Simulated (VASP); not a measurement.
Wanted: the native input for a VASP 6.6.1 run.

- Task: relaxation of cell and atoms
- Functional: r2SCAN
- Potentials or basis: VASP PAW PBE potentials, release 64 (Ti_sv)
- Cutoff: 600 eV
- k mesh: 13 × 13 × 13
- Occupations: fermi-dirac, width 0.1 eV
- Spin: no spin polarisation
- Dipole correction: no
- Further INCAR settings: ALGO = Normal; EDIFF = 1e-06; IBRION = 2; EDIFFG = -0.01; NSW = 80; ISIF = 3

Ti:

```
CELL_PARAMETERS angstrom
0.00000 2.06683 2.06683
2.06683 0.00000 2.06683
2.06683 2.06683 0.00000
ATOMIC_POSITIONS crystal
Ti 0.00000 0.00000 0.00000
```

This isn't the form of Ti at room conditions, which is hcp.

These files were run (other wordings do the same):

POSCAR

```
Ti
1.0
    0.0000000000      2.0668332624      2.0668332624
    2.0668332624      0.0000000000      2.0668332624
    2.0668332624      2.0668332624      0.0000000000
Ti
1
Direct
    0.0000000000      0.0000000000      0.0000000000
```

INCAR.step1

```
SYSTEM = Ti
ALGO     = Normal         ! electronic algorithm
EDIFF    = 1E-4           ! SCF threshold, eV
ENCUT    = 600            ! plane-wave cutoff, eV
GGA      = PE             ! functional
ISMEAR   = -1             ! smearing method
LASPH    = .TRUE.         ! aspherical terms in the spheres
LCHARG   = .FALSE.        ! write CHGCAR
LREAL    = .FALSE.        ! projectors in reciprocal space
LWAVE    = .TRUE.         ! write WAVECAR
NELM     = 80             ! most SCF steps
PREC     = Accurate       ! precision mode
SIGMA    = 0.1            ! smearing width, eV
```

INCAR.step2

```
SYSTEM = Ti
ALGO     = Normal         ! electronic algorithm
EDIFF    = 1E-6           ! SCF threshold, eV
EDIFFG   = -0.01          ! ionic threshold
ENCUT    = 600            ! plane-wave cutoff, eV
IBRION   = 2              ! ionic algorithm
ISIF     = 3              ! what is computed and relaxed
ISMEAR   = -1             ! smearing method
ISTART   = 1            
LASPH    = .TRUE.         ! aspherical terms in the spheres
LCHARG   = .FALSE.        ! write CHGCAR
LMIXTAU  = .TRUE.       
LREAL    = .FALSE.        ! projectors in reciprocal space
LWAVE    = .FALSE.        ! write WAVECAR
METAGGA  = R2SCAN         ! meta-GGA
NELM     = 80             ! most SCF steps
NSW      = 80             ! ionic steps
PREC     = Accurate       ! precision mode
SIGMA    = 0.1            ! smearing width, eV
```

KPOINTS

```
k-points
0
G
  13 13 13
  0 0 0
```

Potentials or basis: VASP PAW PBE potentials, release 64 (Ti_sv).

Run with:

```sh
$ cat potpaw_PBE.64/Ti_sv/POTCAR > POTCAR
$ cp INCAR.step1 INCAR
$ mpirun -np 1 vasp_std > vasp.out
$ cp INCAR.step2 INCAR
$ mpirun -np 1 vasp_std > vasp.out
```

Results of the run:

```yaml
Relaxed_volume: 17.46 Å³/atom
Relaxed_cell: a = 2.912 Å, b = 2.912 Å, c = 2.912 Å, α = 60.00°, β = 60.00°, γ = 60.00°
Space_group_after_relaxing_to_0.1_Å: Fm-3m (No. 225)
Energy_gained_by_relaxing: 0.8 meV/atom
Ionic_steps: 7
Pressure_after_relaxing: -0.1 GPa
Band_gap_on_the_k_mesh: zero (bands 6 and 7 overlap by 1.51 eV)
```

Caveat: the PAW data sets were made with another functional, which shifts forces and pressure a little.

It took 8.1 min on 1 thread of Intel Xeon 8259CL, with other jobs on the host, peak memory 0.16 GiB.
